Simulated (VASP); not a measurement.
A run of VASP 6.6.1 is set up as follows.

INCAR

```
SYSTEM = RbBiAs
PREC = Accurate
ENCUT = 520
EDIFF = 1E-6
ISMEAR = 0
SIGMA = 0.1
LREAL = .FALSE.
LASPH = .TRUE.
NELM = 60
ALGO = Fast
ISIF = 2
LWAVE = .FALSE.
LCHARG = .FALSE.
GGA = PE
NBANDS = 38
```

KPOINTS

```
Automatic mesh
0
G
  4 4 2
  0 0 0
```

Contents of POSCAR:

```
RbBiAs
1.0
    5.4443617152      0.0000000000      0.0000000000
    0.0000000000      5.4443617152      0.0000000000
    0.0000000000      0.0000000000      8.0155286572
Rb Bi As
2 2 2
Direct
    0.5000000000      0.0000000000      0.3199993679
    0.0000000000      0.5000000000      0.6800006321
    0.5000000000      0.0000000000      0.8538333177
    0.0000000000      0.5000000000      0.1461666823
    0.0000000000      0.0000000000      0.0000000000
    0.5000000000      0.5000000000      0.0000000000
```

Potentials or basis: VASP PAW PBE potentials, release 64 (Rb_sv, Bi_d, As).

The run is started by

```bash
$ cat potpaw_PBE.64/Rb_sv/POTCAR potpaw_PBE.64/Bi_d/POTCAR potpaw_PBE.64/As/POTCAR > POTCAR
$ mpirun -np 1 vasp_std > vasp.out
```

Q: Predict the band gap on the k mesh.

A: Zero (bands 29 and 30 overlap by 1.23 eV).

Q: Predict the largest force.

A: 0.011 eV/Å.

Q: Estimate the pressure.

A: 0.2 GPa.

Forces in eV/Å, atoms in the order of the input:
```
Rb   0.000  0.000 -0.011
Rb   0.000  0.000  0.011
Bi   0.000  0.000 -0.007
Bi   0.000  0.000  0.007
As   0.000  0.000  0.000
As   0.000  0.000  0.000
```

Caveat: the k points lie up to 0.39 Å⁻¹ apart, too coarse for converged energies and pressures of a metal; spin-orbit coupling is left out, which moves the levels of the heavy elements.
